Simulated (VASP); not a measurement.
Wanted: the native input for a VASP 6.6.1 run.

| Property | Result |
| --- | --- |
| Task | single point |
| Functional | LDA |
| Potentials or basis | VASP PAW LDA potentials, release 64 (Ta_pv, N) |
| Cutoff | 520 eV |
| k mesh | 9 × 9 × 9 |
| Occupations | fermi-dirac, width 0.02 eV |
| Spin | no spin polarisation |
| Dipole correction | no |
| Further INCAR settings | ALGO = Normal; EDIFF = 1e-06; NBANDS = 15 |

The structure of TaN lies in POSCAR:

```
TaN
1.0
    0.0000000000      2.1790000000      2.1790000000
    2.1790000000      0.0000000000      2.1790000000
    2.1790000000      2.1790000000      0.0000000000
Ta N
1 1
Direct
    0.5000000000      0.5000000000      0.5000000000
    0.0000000000      0.0000000000      0.0000000000
```

The input as run:

INCAR

```
  PREC = Accurate
  ENCUT = 520
  EDIFF = 1E-6
  ISMEAR = -1
  SIGMA = 0.02
  LREAL = False
  LASPH = True
  NELM = 100
  ALGO = Normal
  ISIF = 2
  LWAVE = False
  LCHARG = False
  NBANDS = 15
```

KPOINTS

```
regular mesh
0
Gamma
  9 9 9
```

Potentials or basis: VASP PAW LDA potentials, release 64 (Ta_pv, N).

Launch:

```console
$ cat potpaw_LDA.64/Ta_pv/POTCAR potpaw_LDA.64/N/POTCAR > POTCAR
$ mpirun -np 1 vasp_std > vasp.out
```

Results of the run:

The pressure is -0.6 GPa and the band gap on the k mesh is zero (band 8 reaches 11.34 eV, above the bottom of band 9 at 7.50 eV).

Caveat: spin-orbit coupling is left out, which moves the levels of the heavy elements.

Run time: 4.4 s on 1 thread of Intel(R) Xeon(R) 6975P-C (Granite Rapids), with other jobs on the host, peak memory 0.13 GiB.
